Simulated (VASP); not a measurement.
A run of VASP 6.6.1:

The input INCAR:

```
SYSTEM = CoO
PREC = Accurate
ENCUT = 520
EDIFF = 1E-7
ISMEAR = -1
SIGMA = 0.05
LREAL = .FALSE.
LASPH = .TRUE.
NELM = 150
ALGO = Normal
ISIF = 2
LWAVE = .FALSE.
LCHARG = .FALSE.
ISPIN = 2
MAGMOM = 2 0
LORBIT = 11
LMAXMIX = 4
GGA = B5
ALDAX = 1.0
AGGAX = 1.0
AGGAC = 1.0
ALDAC = 0.0
NBANDS = 18
```

KPOINTS

```
regular mesh
0
G
  11 11 11
  0 0 0
```

The input POSCAR:

```
CoO
1.0
    0.0000000000      2.1530860138      2.1530860138
    2.1530860138      0.0000000000      2.1530860138
    2.1530860138      2.1530860138      0.0000000000
Co O
1 1
Direct
    0.0000000000      0.0000000000      0.0000000000
    0.5000000000      0.5000000000      0.5000000000
```

Potentials or basis: VASP PAW PBE potentials, release 64 (Co, O).

The run is started by

```bash
$ cat potpaw_PBE.64/Co/POTCAR potpaw_PBE.64/O/POTCAR > POTCAR
$ mpirun -np 1 vasp_std > vasp.out
```

Hardware: 1 thread of AMD EPYC 9R45 96-Core Processor (Zen 5), with other jobs on the host.

Question: Estimate the wall time of this run.

Answer: It took 35 s on 1 thread of AMD EPYC 9R45 96-Core Processor (Zen 5), on a shared host, peak memory 0.14 GiB. Counts: scf iterations 16, k points 56.
